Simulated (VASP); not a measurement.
A run of VASP 6.6.1 is set up as follows.

The input INCAR:

```
SYSTEM = C3N2
ALGO = Normal
EDIFF = 1E-6
EDIFFG = -0.04
ENCUT = 600
GGA = PE
IBRION = 2
ISIF = 3
ISMEAR = 0
ISPIN = 2
LASPH = .TRUE.
LCHARG = .FALSE.
LORBIT = 11
LREAL = .FALSE.
LWAVE = .FALSE.
MAGMOM = 1 1 1 1 1
NELM = 150
NSW = 90
PREC = Accurate
SIGMA = 0.1
```

File KPOINTS:

```
k-points
0
G
  6 6 4
  0 0 0
```

POSCAR

```
C3N2
1.0
    3.7386230400      0.0000000000      0.0000000000
   -1.8693115200      3.2377425200      0.0000000000
    0.0000000000      0.0000000000      4.5908936100
C N
3 2
Direct
    0.0000000000      0.0000000000      0.7454000100
    0.0000000000      0.0000000000      0.2545999900
    0.6666666700      0.3333333300      0.0000000000
    0.6666666700      0.3333333300      0.5000000000
    0.3333333300      0.6666666700      0.0000000000
```

Potentials or basis: VASP PAW PBE potentials, release 64 (C, N).

Launch:

```console
$ cat potpaw_PBE.64/C/POTCAR potpaw_PBE.64/N/POTCAR > POTCAR
$ mpirun -np 1 vasp_std > vasp.out
```

Task: What does it give for the band gap on the k mesh?

Result: Zero (filled and empty bands overlap).

Task: What does it give for the relaxed cell?

Result: a = 2.401 Å, b = 2.401 Å, c = 6.952 Å, α = 90.00°, β = 90.00°, γ = 120.00°.

Stress tensor (GPa, compression positive):
```
 0.51  0.00  0.00
 0.00  0.51  0.00
 0.00  0.00 -0.74
```
